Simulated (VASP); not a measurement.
# ZnCu (Pmma) in VASP: single point with PBEsol

Aim: the single point of ZnCu with PBEsol.

Program: VASP 6.6.1. These are calculated values, not measurements. Logs are shortened: lines on timing, memory, paths and dates and some standing lists are left out, and cuts for length are marked.

## Step 1: The cell of the first run

Symmetry: Pmma, No. 51, orthorhombic system. Conventional cell: a = 4.149 Å, b = 2.833 Å, c = 4.190 Å, α = 90.00°, β = 90.00°, γ = 90.00°. Zn (site symmetry mm2) has 8 Cu at 2.52 to 2.54 Å and 6 Zn at 2.78 to 3.13 Å within 3.3 Å. Cu (site symmetry mm2) has 8 Zn at 2.52 to 2.54 Å and 6 Cu at 2.76 to 3.15 Å within 3.3 Å.

## Step 2: Single point, PBEsol

Contents of INCAR:

```
SYSTEM = ZnCu
ALGO = Fast
EDIFF = 1E-6
ENCUT = 520
GGA = PS
ISIF = 2
ISMEAR = 0
LASPH = .True.
LCHARG = .False.
LREAL = .False.
LWAVE = .False.
NBANDS = 31
NELM = 100
PREC = Accurate
SIGMA = 0.1
```

Contents of KPOINTS:

```
k-points
0
Gamma
  10 14 10
  0 0 0
```

Contents of POSCAR:

```
ZnCu
1.0
    4.1490850204      0.0000000000      0.0000000000
    0.0000000000      2.8333737238      0.0000000000
    0.0000000000      0.0000000000      4.1901401016
Zn Cu
2 2
Direct
    0.2500000000      0.0000000000      0.2793977337
    0.7500000000      0.0000000000      0.7206022663
    0.2500000000      0.5000000000      0.7828420467
    0.7500000000      0.5000000000      0.2171579533
```

Potentials or basis: VASP PAW PBE potentials, release 64 (Zn, Cu).

Launch:

```bash
> cat potpaw_PBE.64/Zn/POTCAR potpaw_PBE.64/Cu/POTCAR > POTCAR
> mpirun -np 1 vasp_std > vasp.out
```

OUTCAR:

```text
SYSTEM = ZnCu
   EDIFF = 1E-6
   ENCUT = 520
   GGA = PS
   ISIF = 2
   ISMEAR = 0
   LASPH = .True.
   LREAL = .False.
   NELM = 100
   PREC = Accurate

 ion  position               nearest neighbor table
   1  0.250  0.000  0.279-   3 2.52   3 2.52   4 2.53   4 2.53   4 2.53   4 2.53   3 2.54   3 2.54
                             2 2.78   2 2.78
   2  0.750  0.000  0.721-   4 2.52   4 2.52   3 2.53   3 2.53   3 2.53   3 2.53   4 2.54   4 2.54
                             1 2.78   1 2.78
   3  0.250  0.500  0.783-   1 2.52   1 2.52   2 2.53   2 2.53   2 2.53   2 2.53   1 2.54   1 2.54
                             4 2.76   4 2.76
   4  0.750  0.500  0.217-   2 2.52   2 2.52   1 2.53   1 2.53   1 2.53   1 2.53   2 2.54   2 2.54
                             3 2.76   3 2.76

  LATTYP: Found a simple orthorhombic cell.
 ALAT       =     2.8333737238
 B/A-ratio  =     1.4643620732
 C/A-ratio  =     1.4788518953

  Lattice vectors:

 A1 = (   0.0000000000,  -2.8333737238,   0.0000000000)
 A2 = (   4.1490850204,   0.0000000000,   0.0000000000)
 A3 = (   0.0000000000,   0.0000000000,   4.1901401016)

Analysis of symmetry for initial positions (statically):
=====================================================================
 Subroutine PRICEL returns:
 Original cell was already a primitive cell.

 Routine SETGRP: Setting up the symmetry group for a
 simple orthorhombic supercell.

 Subroutine GETGRP returns: Found  8 space group operations
 (whereof  4 operations were pure point group operations)
 out of a pool of  8 trial point group operations.

The static configuration has the point symmetry C_2h.
 The point group associated with its full space group is D_2h.

Analysis of symmetry for dynamics (positions and initial velocities):
=====================================================================
 Subroutine PRICEL returns:
 Original cell was already a primitive cell.

 Routine SETGRP: Setting up the symmetry group for a
 simple orthorhombic supercell.

 Subroutine GETGRP returns: Found  8 space group operations
 (whereof  4 operations were pure point group operations)
 out of a pool of  8 trial point group operations.

The dynamic configuration has the point symmetry C_2h.
 The point group associated with its full space group is D_2h.

 Subroutine INISYM returns: Found  8 space group operations
 (whereof  4 operations are pure point group operations),
 and found     1 'primitive' translations

----------------------------------------------------------------------------------------

                                     Primitive cell

  volume of cell :      49.2589

  direct lattice vectors                    reciprocal lattice vectors
     4.149085020  0.000000000  0.000000000     0.241016994  0.000000000  0.000000000
     0.000000000  2.833373724  0.000000000     0.000000000  0.352936145  0.000000000
     0.000000000  0.000000000  4.190140102     0.000000000  0.000000000  0.238655505

  length of vectors
     4.149085020  2.833373724  4.190140102     0.241016994  0.352936145  0.238655505

  position of ions in fractional coordinates (direct lattice)
     0.250000000  0.000000000  0.279397734
     0.750000000  0.000000000  0.720602266
     0.250000000  0.500000000  0.782842047
     0.750000000  0.500000000  0.217157953

  ion indices of the primitive-cell ions
   primitive index   ion index
                 1           1
                 2           2
                 3           3
                 4           4

----------------------------------------------------------------------------------------

 KPOINTS: k-points

Automatic generation of k-mesh.
 Grid dimensions read from file:
 generate k-points for:   10   14   10

 Generating k-lattice:

  Cartesian coordinates                     Fractional coordinates (reciprocal lattice)
     0.024101699  0.000000000  0.000000000     0.100000000  0.000000000  0.000000000
     0.000000000  0.025209725  0.000000000     0.000000000  0.071428571  0.000000000
     0.000000000  0.000000000  0.023865550     0.000000000  0.000000000  0.100000000

  Length of vectors
     0.024101699  0.025209725  0.023865550

  Shift w.r.t. Gamma in fractional coordinates (k-lattice)
     0.000000000  0.000000000  0.000000000

 Subroutine IBZKPT returns following result:
 ===========================================

 Found    288 irreducible k-points:

 Following reciprocal coordinates:
            Coordinates               Weight
  0.000000  0.000000  0.000000      1.000000
  0.100000  0.000000  0.000000      2.000000
  0.200000  0.000000  0.000000      2.000000
  0.300000  0.000000  0.000000      2.000000
  0.400000  0.000000  0.000000      2.000000
  0.500000  0.000000  0.000000      1.000000
[... 16 lines left out ...]
  0.400000  0.214286  0.000000      4.000000
  0.500000  0.214286  0.000000      2.000000
 [... further k-points ...]
   k-points           NKPTS =    288   k-points in BZ     NKDIM =    288   number of bands    NBANDS=     31
   number of dos      NEDOS =    301   number of ions     NIONS =      4
   total plane-waves  NPLWV =  24576
   dimension x,y,z NGX =    32 NGY =   24 NGZ =   32
   dimension x,y,z NGXF=    64 NGYF=   48 NGZF=   64
   ions per type =               2   2
   NGX,Y,Z   is equivalent  to a cutoff of  12.82, 14.08, 12.70 a.u.
   NGXF,Y,Z  is equivalent  to a cutoff of  25.64, 28.16, 25.39 a.u.
 SYSTEM =  ZnCu
   PREC   = accura    normal or accurate (medium, high low for compatibility)
   ISTART =      0    job   : 0-new  1-cont  2-samecut
   ICHARG =      2    charge: 1-file 2-atom 10-const
   ISPIN  =      1    spin polarized calculation?
   LNONCOLLINEAR =      F non collinear calculations
   LSORBIT =      F    spin-orbit coupling
   LASPH  =      T    aspherical Exc in radial PAW
   ENCUT  =  520.0 eV  38.22 Ry    6.18 a.u.   7.71  5.27  7.79*2*pi/ulx,y,z
   NELM   =    100;   NELMIN=  2; NELMDL= -5     # of ELM steps
   EDIFF  = 0.1E-05   stopping-criterion for ELM
   LREAL  =      F    real-space projection
   EDIFFG = 0.1E-04   stopping-criterion for IOM
   NSW    =      0    number of steps for IOM
   IBRION =     -1    ionic relax: 0-MD 1-quasi-New 2-CG
   NFREE  =      0    steps in history (QN), initial steepest desc. (CG)
   ISIF   =      2    stress and relaxation
   ISYM   =      2    0-nonsym 1-usesym 2-fastsym
   POTIM  = 0.5000    time-step for ionic-motion
   TEBEG  =    0.0;   TEEND  =   0.0 temperature during run
   PSTRESS=    0.0 pullay stress
   NELECT =      46.0000    total number of electrons
   NUPDOWN=      -1.0000    fix difference up-down
   EMIN   =  10.00;   EMAX   =-10.00  energy-range for DOS
   EFERMI =   0.00;   METHOD = LEGACY
   ISMEAR =     0;   SIGMA  =   0.10  broadening in eV -4-tet -1-fermi 0-gaus
   EFERMI_NEDOS =   21; number of points for ismear=-14 and -15
   IALGO  =     68    algorithm
   IMIX   =      4    mixing-type and parameters
     AMIX     =   0.40;   BMIX     =  1.00
     AMIX_MAG =   1.60;   BMIX_MAG =  1.00
  volume/ion in A,a.u.               =      12.31        83.10
  Fermi-wavevector in a.u.,A,eV,Ry     =   1.600169  3.023881 34.838274  2.560541
  Thomas-Fermi vector in A             =   2.697347
   LORBIT       =      0    0 simple, 1 ext, 2 COOP (PROOUT), +10 PAW based schemes
   GGA     = PS    functional components
   LHFCALC =     F    Hartree Fock is set to
   AEXX    =    0.0000 exact exchange contribution
   IVDW    =     0    specifies the selected vdW correction
   LEPSILON=     F    determine dielectric tensor
   LRPA    =     F    only Hartree local field effects (RPA)
 non-spin polarized calculation
 RMM-DIIS sequential band-by-band and
 Gauss-broadening in eV      SIGMA  =   0.10
  energy-cutoff  :      520.00
  volume of cell :       49.26
 maximum number of plane-waves:      1346
 NGX is ok and might be reduce to    32
   NGX = 15   NGY = 11   NGZ = 15

 number of electron      45.9999981 magnetization

 Free energy of the ion-electron system (eV)
  ---------------------------------------------------
  ext. energy  EPLUGINS =         0.00000000
  ---------------------------------------------------
  free energy    TOTEN  =       -12.19322480 eV

  energy without entropy =      -12.18780033  energy(sigma->0) =      -12.19051257

 E-fermi :   5.7014     XC(G=0): -12.7710

 val. band max:        5.6934549048   @ k =   0.0000   0.2143   0.1000
 cond. band min:       5.7019235126   @ k =   0.2000   0.3571   0.3000
 fundamental gap:      0.0084686078
 Fermi energy:         5.7014210892

 k-point     1 :       0.0000    0.0000    0.0000
  band No.  band energies     occupation
      1      -4.9404      2.00000
      2      -2.4568      2.00000
      3      -2.2560      2.00000
      4      -2.2287      2.00000
      5      -2.1610      2.00000
      6      -1.7083      2.00000
[... 23 lines left out ...]
     30      17.0186      0.00000
     31      18.8972      0.00000

 k-point     2 :       0.1000    0.0000    0.0000
  band No.  band energies     occupation
      1      -4.8490      2.00000
      2      -2.4410      2.00000
      3      -2.2432      2.00000
      4      -2.2125      2.00000
      5      -2.1549      2.00000
      6      -1.6957      2.00000
[... 23 lines left out ...]
     30      17.5126      0.00000
     31      19.0444      0.00000

 k-point     3 :       0.2000    0.0000    0.0000
  band No.  band energies     occupation
      1      -4.5778      2.00000
      2      -2.4002      2.00000
      3      -2.2071      2.00000
      4      -2.1915      2.00000
      5      -2.1155      2.00000
      6      -1.6810      2.00000
[... 23 lines left out ...]
     30      18.6066      0.00000
     31      19.6732      0.00000

 k-point     4 :       0.3000    0.0000    0.0000
  band No.  band energies     occupation
      1      -4.1381      2.00000
      2      -2.3739      2.00000
      3      -2.1834      2.00000
      4      -2.1547      2.00000
      5      -2.0316      2.00000
      6      -1.6608      2.00000
[... 23 lines left out ...]
     30      18.8193      0.00000
     31      20.2923      0.00000

 k-point     5 :       0.4000    0.0000    0.0000
  band No.  band energies     occupation
      1      -3.5603      2.00000
      2      -2.5013      2.00000
      3      -2.1316      2.00000
      4      -2.0985      2.00000
      5      -1.9386      2.00000
      6      -1.7536      2.00000
[... 23 lines left out ...]
     30      19.1058      0.00000
     31      19.4922      0.00000
[... 542 lines left out ...]
     30      17.3017      0.00000
     31      17.3582      0.00000

 k-point    22 :       0.3000    0.2143    0.0000
  band No.  band energies     occupation
      1      -3.3227      2.00000
      2      -2.2018      2.00000
      3      -2.0025      2.00000
      4      -1.9535      2.00000
      5      -1.8461      2.00000
      6      -1.8302      2.00000
[... 23 lines left out ...]
     30      17.7788      0.00000
     31      17.7902      0.00000

 k-point    23 :       0.4000    0.2143    0.0000
  band No.  band energies     occupation
      1      -2.8172      2.00000
      2      -2.1840      2.00000
      3      -1.9430      2.00000
      4      -1.8918      2.00000
      5      -1.8263      2.00000
      6      -1.8215      2.00000
[... 23 lines left out ...]
     30      18.3524      0.00000
     31      18.4626      0.00000

 k-point    24 :       0.5000    0.2143    0.0000
  band No.  band energies     occupation
      1      -2.3605      2.00000
      2      -2.3605      2.00000
      3      -1.8838      2.00000
      4      -1.8838      2.00000
      5      -1.8299      2.00000
      6      -1.8299      2.00000
[... 23 lines left out ...]
     30      17.4774      0.00000
     31      19.1213      0.00000

 [... further k-points ...]
[... 5 lines left out ...]
  --------------------------------------------------------------------------------------
  -------------------------------------------------------------------------------------
  Total        0.2411252      0.2033907      0.2180226      0.0000000      0.0000000      0.0000000
  in kB        7.8427521      6.6154126      7.0913231      0.0000000      0.0000000      0.0000000
  external PRESSURE =       7.1831626 kB  Pullay stress =       0.0000000 kB

 VOLUME and BASIS-vectors are now :
 -----------------------------------------------------------------------------
  energy-cutoff  :      520.00
  volume of cell :       49.26
      direct lattice vectors                 reciprocal lattice vectors
     4.149085020  0.000000000  0.000000000     0.241016994  0.000000000  0.000000000
     0.000000000  2.833373724  0.000000000     0.000000000  0.352936145  0.000000000
     0.000000000  0.000000000  4.190140102     0.000000000  0.000000000  0.238655505

 POSITION                                       TOTAL-FORCE (eV/Angst)
 -----------------------------------------------------------------------------------
      1.03727      0.00000      1.17072         0.000000      0.000000     -0.000743
      3.11181      0.00000      3.01942         0.000000      0.000000      0.000743
      1.03727      1.41669      3.28022        -0.000000     -0.000000     -0.004940
      3.11181      1.41669      0.90992        -0.000000      0.000000      0.004940
 -----------------------------------------------------------------------------------
    total drift:                                0.000000      0.000000      0.000000

  FREE ENERGIE OF THE ION-ELECTRON SYSTEM (eV)
  ---------------------------------------------------
  free  energy   TOTEN  =       -12.1932248033 eV

  energy  without entropy=      -12.1878003293  energy(sigma->0) =      -12.19051257
```

It took 10 min on 1 thread of Oxide Virtual Turin-like, shared host; peak memory 0.42 GiB.

Results:

```yaml
Free_energy: -12.1932 eV
Pressure: 0.7 GPa
Largest_force: 0.005 eV/Å
Band_gap_on_the_k_mesh: zero (band 23 reaches 9.81 eV, above the bottom of band 24 at 3.58 eV)
```

Forces in eV/Å, atoms in the order of the input:
```
Zn   0.000  0.000 -0.001
Zn   0.000  0.000  0.001
Cu   0.000  0.000 -0.005
Cu   0.000  0.000  0.005
```

Stress tensor (GPa, compression positive):
```
0.78 0.00 0.00
0.00 0.66 0.00
0.00 0.00 0.71
```

Caveat: the PAW data sets were made with another functional, which shifts forces and pressure a little.
